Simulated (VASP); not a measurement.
Crystal: Si.

```
CELL_PARAMETERS angstrom
-0.09936 2.73164 2.73164
2.73164 -0.09936 2.73164
2.73164 2.73164 -0.09936
ATOMIC_POSITIONS crystal
Si 0.99795 0.99795 0.99795
Si 0.25205 0.25205 0.25205
```

This cell differs from its parent crystal: epitaxial 111 strain +4.0%.

Base run:

| Quantity | Value |
| --- | --- |
| Program | VASP 6.6.1 |
| Functional | PBE |
| Potentials or basis | VASP PAW PBE potentials, release 64 (Si) |
| Cutoff | 520 eV |
| k mesh | 8 × 8 × 8 |
| Occupations | fermi-dirac, width 0.02 eV |
| Spin | no spin polarisation |

Its results: band gap on the k mesh 0.36 eV (least direct gap 1.89 eV); pressure -3.9 GPa; largest force 0.026 eV/Å.

Task: The run is repeated on the same cell with these changes: functional from PBE to r2SCAN; occupations from fermi-dirac, width 0.02 eV to gaussian, width 0.01 eV. What comes out?

Result: Band gap on the k mesh 0.54 eV (least direct gap 2.24 eV); pressure -5.5 GPa; largest force 0.004 eV/Å.

Caveats: the cell stands under tension; the PAW data sets were made with another functional, which shifts forces and pressure a little (at least some runs).

A k mesh can miss the band edges.
